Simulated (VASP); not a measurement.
## Sb: single point with PBE exchange alone

Sb:

```
Sb
1.0
     2.11022    1.21834    3.68128
    -2.11022    1.21834    3.68128
     0.00000   -2.43668    3.68128
Sb
2
Direct
  0.76651 0.76651 0.76651
  0.23349 0.23349 0.23349
```

```yaml
Program: VASP 6.6.1
Task: single point
Functional: PBE exchange alone
Potentials_or_basis: VASP PAW PBE potentials, release 64 (Sb)
Cutoff: 520 eV
k_mesh: 8 × 8 × 8
Occupations: fermi-dirac, width 0.05 eV
Spin: no spin polarisation
Dipole_correction: no
Further_INCAR_settings: ALGO = Normal; EDIFF = 1e-06; NBANDS = 12
```

The pressure is 18.2 GPa and the largest force is 0.728 eV/Å. The band gap on the k mesh is zero (band 5 reaches 9.79 eV, above the bottom of band 6 at 9.54 eV).

Forces on the atoms (eV/Å):
```
Sb   0.000  0.000 -0.728
Sb   0.000  0.000  0.728
```

Stress tensor (GPa, compression positive):
```
18.70  0.00  0.00
 0.00 18.70  0.00
 0.00  0.00 17.08
```

Levels at points of the mesh, in eV from the Fermi level:
```
           k point  band 2  band 3  band 4  band 5  band 6  band 7  band 8  band 9
(0.00, 0.00, 0.00)   -4.69   -2.40   -2.11   -2.11    1.96    2.62    2.62    5.06
(0.50, 0.00, 0.00)  -10.10   -2.26   -2.12   -0.47   -0.24    0.14    0.31    7.75
(0.50, 0.50, 0.00)   -8.31   -5.87   -4.18   -4.09    1.41    5.06    5.68    7.28
(0.50, 0.50, 0.50)   -9.42   -1.58   -1.58   -0.47   -0.09   -0.09    1.18    7.20
```

It took 16 s on 1 thread of Intel(R) Xeon(R) 6975P-C (Granite Rapids) (shared host), peak memory 0.21 GiB.

Caveat: spin-orbit coupling is left out, which moves the levels of the heavy elements.
